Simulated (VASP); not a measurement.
AgCl: single point with PBEsol

Crystal: AgCl.

```
CELL_PARAMETERS angstrom
0.00000 2.85634 2.73155
2.85634 0.00000 2.73155
2.85634 2.85634 0.00000
ATOMIC_POSITIONS crystal
Ag 0.50000 0.50000 0.50000
Cl 0.00000 0.00000 0.00000
```

This cell differs from its parent crystal: strain +0.030 along x and y, -0.015 along z.

```
Program             : VASP 6.6.1
Task                : single point
Functional          : PBEsol
Potentials or basis : VASP PAW PBE potentials, release 64 (Ag, Cl)
Cutoff              : 520 eV
k mesh              : 8 × 8 × 8
Occupations         : gaussian, width 0.05 eV
Spin                : no spin polarisation
```

- Pressure: -4.2 GPa
- Band gap on the k mesh: 0.64 eV, indirect (least direct gap 2.87 eV)

Stress tensor (GPa, compression positive):
```
-4.23  0.00  0.00
 0.00 -4.23  0.00
 0.00  0.00 -4.13
```

Levels at points of the mesh, in eV from the valence-band top:
```
           k point  band 7  band 8  band 9  band 10  band 11  band 12
(0.00, 0.00, 0.00)   -2.37   -2.23   -2.23     0.64    10.60    10.60
(0.50, 0.00, 0.00)   -1.79   -0.25    0.00     4.02     6.11     7.27
(0.50, 0.50, 0.00)   -1.99   -1.99   -1.92     2.18     7.61     8.48
(0.50, 0.00, 0.50)   -2.00   -1.98   -1.93     2.20     7.89     8.05
```

It took 15 s on 1 thread of Intel(R) Xeon(R) 6975P-C (Granite Rapids), with other jobs on the host, peak memory 0.19 GiB.

Caveat: the cell differs from its parent crystal (strain +0.030 along x and y, -0.015 along z); the PAW data sets were made with another functional, which shifts forces and pressure a little. A k mesh can miss the band edges.
